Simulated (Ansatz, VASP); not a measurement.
# ZnS in VASP and in Ansatz

```
Zn S
1.0
     0.00000    2.53102    2.53102
     2.53102    0.00000    2.53102
     2.53102    2.53102    0.00000
Zn S
1 1
Direct
  0.00000 0.00000 0.00000
  0.50000 0.50000 0.50000
```

Alike in both runs: task single point; functional PBE-based screened hybrid; k mesh 4 × 4 × 4; occupations fermi-dirac, width 0.02 eV; no spin polarisation.

```csv
,VASP,Ansatz
version,VASP 6.6.1,Ansatz 0.2.0
potentials or method,"VASP PAW PBE potentials, release 64 (Zn, S)",plane waves
plane-wave cutoff (eV),520,420
valence electrons in the cell,18,18
```

```tsv
	VASP	Ansatz	Ansatz less VASP
pressure (GPa)	2.4	2.4	-0.03
```

VASP's potentials were made for PBE, not for PBE-based screened hybrid. The functional is the same, so the differences come from potentials, cutoffs and numerics. Ansatz's warnings: stress exchange threshold loose, stress scf threshold loose.

The k mesh is coarse, so the values compare programs but aren't converged.
